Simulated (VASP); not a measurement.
# Hf4N in VASP: a series of runs

Hf4N is run at these levels: PBE+D3(BJ); tasks: single point.

All numbers are computed with VASP 6.6.1; they aren't measurements. Logs are shortened: lines on timing, memory, paths and dates and some standing lists are left out, and cuts for length are marked.

**1. The cell of the first run**

The cell holds a slab with vacuum, 10 atoms: a = 6.342 Å, b = 5.017 Å, c = 22.167 Å, α = 90.00°, β = 90.00°, γ = 90.00°.

**2. Single point, PBE+D3(BJ)**

INCAR

```
SYSTEM = Hf4N
ALGO = Fast
DIPOL = 0.5 0.5 0.307
EDIFF = 1E-7
ENCUT = 520
GGA = PE
IDIPOL = 3
ISIF = 2
ISMEAR = 0
IVDW = 12
LASPH = .True.
LCHARG = .True.
LDIPOL = .True.
LELF = .True.
LREAL = .False.
LVACPOTAV = .True.
LVHAR = .True.
LWAVE = .False.
NBANDS = 56
NELM = 80
PREC = Accurate
SIGMA = 0.1
```

KPOINTS

```
k-points
0
Gamma
  4 6 1
  0 0 0
```

POSCAR

```
Hf4N
1.0
    6.3423521406      0.0000000000      0.0000000000
    0.0000000000      5.0167614026      0.0000000000
    0.0000000000      0.0000000000     22.1665201410
Hf N
8 2
Direct
    0.0000000000      0.7500000000      0.1804523206
    0.5000000000      0.7500000000      0.1804523206
    0.2500000000      0.2500000000      0.2217506242
    0.7500000000      0.2500000000      0.2217506242
    0.2500000000      0.7500000000      0.2964821324
    0.7500000000      0.7500000000      0.2964821324
    0.0000000000      0.2500000000      0.3368377216
    0.5000000000      0.2500000000      0.3368377216
    0.1250000000      0.7500000000      0.4721769621
    0.1250000000      0.7500000000      0.5218013503
```

Potentials or basis: VASP PAW PBE potentials, release 64 (Hf_pv, N).

On the command line:

```console
$ cat potpaw_PBE.64/Hf_pv/POTCAR potpaw_PBE.64/N/POTCAR > POTCAR
$ mpirun -np 1 vasp_std > vasp.out
```

OUTCAR:

```text
SYSTEM = Hf4N
   EDIFF = 1E-7
   ENCUT = 520
   GGA = PE
   ISIF = 2
   ISMEAR = 0
   IVDW = 12
   LASPH = .True.
   LREAL = .False.
   NELM = 80
   PREC = Accurate
 IVDW          = 12

 ion  position               nearest neighbor table
   1  0.000  0.750  0.180-   5 3.02   6 3.02   3 3.11   4 3.11   3 3.11   4 3.11   2 3.17   2 3.17

   2  0.500  0.750  0.180-   5 3.02   6 3.02   3 3.11   4 3.11   3 3.11   4 3.11   1 3.17   1 3.17

   3  0.250  0.250  0.222-   7 3.00   8 3.00   5 3.01   5 3.01   1 3.11   1 3.11   2 3.11   2 3.11
                             4 3.17   4 3.17
   4  0.750  0.250  0.222-   7 3.00   8 3.00   6 3.01   6 3.01   1 3.11   1 3.11   2 3.11   2 3.11
                             3 3.17   3 3.17
   5  0.250  0.750  0.296-   3 3.01   3 3.01   1 3.02   2 3.02   8 3.10   7 3.10   7 3.10   8 3.10
                             6 3.17   6 3.17
   6  0.750  0.750  0.296-   4 3.01   4 3.01   1 3.02   2 3.02   8 3.10   7 3.10   7 3.10   8 3.10
                             5 3.17   5 3.17
   7  0.000  0.250  0.337-   3 3.00   4 3.00   5 3.10   6 3.10   5 3.10   6 3.10   8 3.17   8 3.17

   8  0.500  0.250  0.337-   3 3.00   4 3.00   5 3.10   6 3.10   5 3.10   6 3.10   7 3.17   7 3.17

   9  0.125  0.750  0.472-  10 1.10
  10  0.125  0.750  0.522-   9 1.10

  LATTYP: Found a simple orthorhombic cell.
 ALAT       =     5.0167614026
 B/A-ratio  =     1.2642323666
 C/A-ratio  =     4.4184920035

  Lattice vectors:

 A1 = (   0.0000000000,  -5.0167614026,   0.0000000000)
 A2 = (   6.3423521406,   0.0000000000,   0.0000000000)
 A3 = (   0.0000000000,   0.0000000000,  22.1665201410)

Analysis of symmetry for initial positions (statically):
=====================================================================
 Subroutine PRICEL returns:
 Original cell was already a primitive cell.

 Routine SETGRP: Setting up the symmetry group for a
 simple orthorhombic supercell.

 Subroutine GETGRP returns: Found  2 space group operations
 (whereof  1 operations were pure point group operations)
 out of a pool of  8 trial point group operations.

The static configuration has the point symmetry C_1 .
 The point group associated with its full space group is C_1h.

Analysis of symmetry for dynamics (positions and initial velocities):
=====================================================================
 Subroutine PRICEL returns:
 Original cell was already a primitive cell.

 Routine SETGRP: Setting up the symmetry group for a
 simple orthorhombic supercell.

 Subroutine GETGRP returns: Found  2 space group operations
 (whereof  1 operations were pure point group operations)
 out of a pool of  8 trial point group operations.

The dynamic configuration has the point symmetry C_1 .
 The point group associated with its full space group is C_1h.

 Subroutine INISYM returns: Found  2 space group operations
 (whereof  1 operations are pure point group operations),
 and found     1 'primitive' translations

----------------------------------------------------------------------------------------

                                     Primitive cell

  volume of cell :     705.2958

  direct lattice vectors                    reciprocal lattice vectors
     6.342352141  0.000000000  0.000000000     0.157670211  0.000000000  0.000000000
     0.000000000  5.016761403  0.000000000     0.000000000  0.199331784  0.000000000
     0.000000000  0.000000000 22.166520141     0.000000000  0.000000000  0.045113080

  length of vectors
     6.342352141  5.016761403 22.166520141     0.157670211  0.199331784  0.045113080

  position of ions in fractional coordinates (direct lattice)
     0.000000000  0.750000000  0.180452321
     0.500000000  0.750000000  0.180452321
     0.250000000  0.250000000  0.221750624
     0.750000000  0.250000000  0.221750624
     0.250000000  0.750000000  0.296482132
     0.750000000  0.750000000  0.296482132
     0.000000000  0.250000000  0.336837722
     0.500000000  0.250000000  0.336837722
     0.125000000  0.750000000  0.472176962
     0.125000000  0.750000000  0.521801350

  ion indices of the primitive-cell ions
   primitive index   ion index
                 1           1
                 2           2
                 3           3
                 4           4
                 5           5
                 6           6
                 7           7
                 8           8
                 9           9
                10          10

----------------------------------------------------------------------------------------

 KPOINTS: k-points

Automatic generation of k-mesh.
 Grid dimensions read from file:
 generate k-points for:    4    6    1

 Generating k-lattice:

  Cartesian coordinates                     Fractional coordinates (reciprocal lattice)
     0.039417553  0.000000000  0.000000000     0.250000000  0.000000000  0.000000000
     0.000000000  0.033221964  0.000000000     0.000000000  0.166666667  0.000000000
     0.000000000  0.000000000  0.045113080     0.000000000  0.000000000  1.000000000

  Length of vectors
     0.039417553  0.033221964  0.045113080

  Shift w.r.t. Gamma in fractional coordinates (k-lattice)
     0.000000000  0.000000000  0.000000000

 Subroutine IBZKPT returns following result:
 ===========================================

 Found     12 irreducible k-points:

 Following reciprocal coordinates:
            Coordinates               Weight
  0.000000  0.000000  0.000000      1.000000
  0.250000  0.000000  0.000000      2.000000
  0.500000  0.000000  0.000000      1.000000
  0.000000  0.166667  0.000000      2.000000
  0.250000  0.166667  0.000000      4.000000
  0.500000  0.166667  0.000000      2.000000
  0.000000  0.333333  0.000000      2.000000
  0.250000  0.333333  0.000000      4.000000
  0.500000  0.333333  0.000000      2.000000
  0.000000  0.500000  0.000000      1.000000
  0.250000  0.500000  0.000000      2.000000
  0.500000  0.500000  0.000000      1.000000
   k-points           NKPTS =     12   k-points in BZ     NKDIM =     12   number of bands    NBANDS=     56
   number of dos      NEDOS =    301   number of ions     NIONS =     10
   total plane-waves  NPLWV = 322560
   dimension x,y,z NGX =    48 NGY =   40 NGZ =  168
   dimension x,y,z NGXF=    96 NGYF=   80 NGZF=  336
   ions per type =               8   2
   NGX,Y,Z   is equivalent  to a cutoff of  12.58, 13.26, 12.60 a.u.
   NGXF,Y,Z  is equivalent  to a cutoff of  25.16, 26.51, 25.20 a.u.
 SYSTEM =  Hf4N
   PREC   = accura    normal or accurate (medium, high low for compatibility)
   ISTART =      0    job   : 0-new  1-cont  2-samecut
   ICHARG =      2    charge: 1-file 2-atom 10-const
   ISPIN  =      1    spin polarized calculation?
   LNONCOLLINEAR =      F non collinear calculations
   LSORBIT =      F    spin-orbit coupling
   LASPH  =      T    aspherical Exc in radial PAW
   ENCUT  =  520.0 eV  38.22 Ry    6.18 a.u.  11.79  9.33 41.22*2*pi/ulx,y,z
   NELM   =     80;   NELMIN=  2; NELMDL= -5     # of ELM steps
   EDIFF  = 0.1E-06   stopping-criterion for ELM
   LREAL  =      F    real-space projection
   EDIFFG = 0.1E-05   stopping-criterion for IOM
   NSW    =      0    number of steps for IOM
   IBRION =     -1    ionic relax: 0-MD 1-quasi-New 2-CG
   NFREE  =      0    steps in history (QN), initial steepest desc. (CG)
   ISIF   =      2    stress and relaxation
   ISYM   =      2    0-nonsym 1-usesym 2-fastsym
   POTIM  = 0.5000    time-step for ionic-motion
   TEBEG  =    0.0;   TEEND  =   0.0 temperature during run
   PSTRESS=    0.0 pullay stress
   NELECT =      90.0000    total number of electrons
   NUPDOWN=      -1.0000    fix difference up-down
   EMIN   =  10.00;   EMAX   =-10.00  energy-range for DOS
   EFERMI =   0.00;   METHOD = LEGACY
   ISMEAR =     0;   SIGMA  =   0.10  broadening in eV -4-tet -1-fermi 0-gaus
   EFERMI_NEDOS =   21; number of points for ismear=-14 and -15
   IALGO  =     68    algorithm
   IMIX   =      4    mixing-type and parameters
     AMIX     =   0.40;   BMIX     =  1.00
     AMIX_MAG =   1.60;   BMIX_MAG =  1.00
  volume/ion in A,a.u.               =      70.53       475.96
  Fermi-wavevector in a.u.,A,eV,Ry     =   0.824199  1.557510  9.242484  0.679303
  Thomas-Fermi vector in A             =   1.935842
   LORBIT       =      0    0 simple, 1 ext, 2 COOP (PROOUT), +10 PAW based schemes
   GGA     = PE    functional components
   LHFCALC =     F    Hartree Fock is set to
   AEXX    =    0.0000 exact exchange contribution
   IVDW    =    12    specifies the selected vdW correction
   LEPSILON=     F    determine dielectric tensor
   LRPA    =     F    only Hartree local field effects (RPA)
 non-spin polarized calculation
 RMM-DIIS sequential band-by-band and
 Gauss-broadening in eV      SIGMA  =   0.10
  energy-cutoff  :      520.00
  volume of cell :      705.30
 maximum number of plane-waves:     19096
 NGX is ok and might be reduce to    48
   NGX = 23   NGY = 19   NGZ = 83

 dipolmoment           0.000000      0.000000     -0.000019 electrons x Angstroem

 number of electron      89.9999989 magnetization

 dipolmoment           0.000000      0.000000      0.004095 electrons x Angstroem

 Free energy of the ion-electron system (eV)
  ---------------------------------------------------
  ext. energy  EPLUGINS =         0.00000000
  ---------------------------------------------------
  free energy    TOTEN  =       -88.46200362 eV

  energy without entropy =      -88.39763696  energy(sigma->0) =      -88.42982029

 E-fermi :  -1.2995     XC(G=0):  -4.1658

 val. band max:       -1.3123016774   @ k =   0.0000   0.3333   0.0000
 cond. band min:      -1.2707070895   @ k =   0.5000   0.5000   0.0000
 fundamental gap:      0.0415945879
 Fermi energy:        -1.2995475148

 k-point     1 :       0.0000    0.0000    0.0000
  band No.  band energies     occupation
      1     -32.5677      2.00000
      2     -32.5515      2.00000
      3     -32.5220      2.00000
      4     -32.5185      2.00000
      5     -32.4752      2.00000
      6     -32.4388      2.00000
[... 697 lines left out ...]
     55      -0.4495      0.00000
     56      -0.4095      0.00000

------------------------ aborting loop because EDIFF is reached ----------------------------------------

 Edisp (eV)   -2.11984

 E8    (eV) :    -1.1644

  FORCE on cell =-STRESS in cart. coord.  units (eV):
  Direction    XX          YY          ZZ          XY          YZ          ZX
  --------------------------------------------------------------------------------------
  -------------------------------------------------------------------------------------
  Total      -7.97006    -0.94739     2.26672     0.00000     0.00000     0.08204
  in kB     -18.10510    -2.15213     5.14917     0.00000     0.00000     0.18637
  external pressure =       -5.04 kB  Pullay stress =        0.00 kB

 VOLUME and BASIS-vectors are now :
 -----------------------------------------------------------------------------
  energy-cutoff  :      520.00
  volume of cell :      705.30
      direct lattice vectors                 reciprocal lattice vectors
     6.342352141  0.000000000  0.000000000     0.157670211  0.000000000  0.000000000
     0.000000000  5.016761403  0.000000000     0.000000000  0.199331784  0.000000000
     0.000000000  0.000000000 22.166520141     0.000000000  0.000000000  0.045113080

 POSITION                                       TOTAL-FORCE (eV/Angst)
 -----------------------------------------------------------------------------------
      0.00000      3.76257      4.00000         0.015448      0.000000      0.125903
      3.17118      3.76257      4.00000        -0.018648      0.000000      0.147619
      1.58559      1.25419      4.91544         0.015903      0.000000     -0.096191
      4.75676      1.25419      4.91544        -0.013870      0.000000     -0.039376
      1.58559      3.76257      6.57198        -0.027194      0.000000     -0.033755
      4.75676      3.76257      6.57198        -0.005202      0.000000     -0.043391
      0.00000      1.25419      7.46652        -0.062277      0.000000     -0.077026
      3.17118      1.25419      7.46652         0.076966      0.000000     -0.089859
      0.79279      3.76257     10.46652         0.027166      0.000000     -2.278295
      0.79279      3.76257     11.56652        -0.008293      0.000000      2.384370
 -----------------------------------------------------------------------------------
    total drift:                               -0.000095     -0.000000     -0.000074

  FREE ENERGIE OF THE ION-ELECTRON SYSTEM (eV)
  ---------------------------------------------------
  free  energy   TOTEN  =       -90.5818390490 eV

  energy  without entropy=      -90.5174723881  energy(sigma->0) =      -90.54965572

 vacuum level on the upper side and lower side of the slab         2.626         2.602
```

Wall time 29 min (1 thread of Oxide Virtual Turin-like, shared host); peak memory 0.9 GiB.

What came out:

```yaml
Free_energy: -90.5818 eV
Largest_force: 2.384 eV/Å
Band_gap_on_the_k_mesh: zero (bands 45 and 46 overlap by 0.45 eV)
Dispersion_energy_per_atom: -0.212 eV
```

Forces on the atoms (eV/Å):
```
Hf   0.015  0.000  0.126
Hf  -0.019  0.000  0.148
Hf   0.016  0.000 -0.096
Hf  -0.014  0.000 -0.039
Hf  -0.027  0.000 -0.034
Hf  -0.005  0.000 -0.043
Hf  -0.062  0.000 -0.077
Hf   0.077  0.000 -0.090
N    0.027  0.000 -2.278
N   -0.008  0.000  2.384
```

Caveat: the standard files for N, O and F lose accuracy on very short bonds; spin-orbit coupling is left out, which moves the levels of the heavy elements.

**3. Single point, PBE+D3(BJ)**

INCAR

```
SYSTEM = Hf4N
PREC     = Accurate       ! precision mode
ENCUT    = 520            ! plane-wave cutoff, eV
EDIFF    = 1E-6           ! SCF threshold, eV
ISMEAR   = 0              ! smearing method
SIGMA    = 0.1            ! smearing width, eV
LREAL    = .False.        ! projectors in reciprocal space
LASPH    = .True.         ! aspherical terms in the spheres
NELM     = 100            ! most SCF steps
ALGO     = Fast           ! electronic algorithm
ISIF     = 2              ! what is computed and relaxed
LWAVE    = .False.        ! write WAVECAR
LCHARG   = .False.        ! write CHGCAR
LDIPOL   = .True.       
IDIPOL   = 3            
DIPOL    = 0.5 0.5 0.307
GGA      = PE             ! functional
IVDW     = 12             ! dispersion correction
NBANDS   = 56             ! bands
```

KPOINTS

```
regular mesh
0
Gamma
  4 6 1
  0 0 0
```

Changes to POSCAR since step 2:

```diff
@@ -16,3 +16,3 @@
     0.5000000000      0.2500000000      0.3368377216
-    0.1250000000      0.7500000000      0.4721769621
-    0.1250000000      0.7500000000      0.5218013503
+    0.2500000000      0.5000000000      0.4721769621
+    0.2500000000      0.5000000000      0.5218013503
```

Potentials or basis: VASP PAW PBE potentials, release 64 (Hf_pv, N).

On the command line:

```console
$ cat potpaw_PBE.64/Hf_pv/POTCAR potpaw_PBE.64/N/POTCAR > POTCAR
$ mpirun -np 1 vasp_std > vasp.out
```

It took 29 min on 1 thread of Oxide Virtual Turin-like, shared host; peak memory 0.86 GiB.

Results (log left out):

| Item | Value |
| --- | --- |
| Free energy | -90.6229 eV |
| Largest force | 2.427 eV/Å |
| Band gap on the k mesh | zero (bands 45 and 46 overlap by 0.49 eV) |
| Dispersion energy per atom | -0.212 eV |

Forces in eV/Å, atoms in the order of the input:
```
Hf   0.012  0.016  0.148
Hf  -0.012  0.016  0.148
Hf   0.000  0.005 -0.088
Hf   0.000 -0.007 -0.084
Hf   0.000  0.057 -0.116
Hf   0.000  0.014  0.015
Hf  -0.148 -0.019 -0.025
Hf   0.148 -0.019 -0.025
N    0.000 -0.112 -2.399
N    0.000  0.049  2.426
```

Levels at points of the mesh, in eV from the Fermi level:
```tsv
k point	band 42	band 43	band 44	band 45	band 46	band 47	band 48	band 49
(0.00, 0.00, 0.00)	-0.72	-0.40	-0.25	0.14	0.41	0.51	0.69	0.85
(0.50, 0.00, 0.00)	-0.45	-0.42	-0.38	-0.35	-0.35	-0.21	0.21	0.23
(0.00, 0.50, 0.00)	-0.46	-0.43	-0.29	-0.27	0.45	0.49	0.58	0.60
(0.50, 0.50, 0.00)	-0.18	-0.17	-0.16	-0.16	0.03	0.04	0.05	0.06
```

Caveat: the standard files for N, O and F lose accuracy on very short bonds; spin-orbit coupling is left out, which moves the levels of the heavy elements.

The gap in the log of VASP goes by the Fermi energy; the results here count the filled bands.